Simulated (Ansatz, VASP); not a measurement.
**CaO: VASP beside Ansatz**

The input INCAR:

```
PREC = Accurate ; ENCUT = 600
EDIFF = 1E-6 ; ISMEAR = 0
SIGMA = 0.01 ; LREAL = False
LASPH = True ; NELM = 120
ALGO = Normal ; ISIF = 2
LWAVE = False ; LCHARG = False
GGA = CA ; NBANDS = 15
GGA_COMPAT = False
```

Contents of KPOINTS:

```
regular mesh
0
Gamma
  6 6 6
```

File POSCAR:

```
CaO
1.0
    3.4033050000      0.0000000000      0.0000000000
    1.7016525000      2.9473485868      0.0000000000
    1.7016525000      0.9824495289      2.7787868964
Ca O
1 1
Direct
    0.0000000000      0.0000000000      0.0000000000
    0.5000000000      0.5000000000      0.5000000000
```

Input for Ansatz:

```yaml
crystal:
  lattice:
    a: 3.403305
    b: 3.403305
    c: 3.403305
    alpha: 60.0
    beta: 60.0
    gamma: 60.0
  atoms:
    - { symbol: Ca, position: [0.0, 0.0, 0.0] }
    - { symbol: O, position: [0.5, 0.5, 0.5] }
kpoints:
  mp_grid:
    grid: [6, 6, 6]
hamiltonian:
  xc: lda
  pseudopotentials:
    kind: all_electron
    lapw: {}
scf:
  occupations:
    method: fixed
output:
  forces: true
  eigenvalues: true
```

Alike in both runs: task single point; functional LDA; k mesh 6 × 6 × 6; no spin polarisation.

|  | VASP | Ansatz |
| --- | --- | --- |
| version | VASP 6.6.1 | Ansatz 0.2.0 |
| potentials or method | VASP PAW LDA potentials, release 64 (Ca_sv, O), cutoff 600 eV | all-electron (LAPW or listed datasets) |
| occupations | gaussian, width 0.01 eV | fixed |

|  | VASP | Ansatz | Ansatz less VASP |
| --- | --- | --- | --- |
| gap on the k mesh at the Fermi level (eV) | 3.46 | 3.48 | +0.022 |

LDA's correlation is that of Perdew and Zunger in VASP and of Perdew and Wang (1992) in Ansatz. Ansatz ran all-electron here, and VASP with PAW potentials.
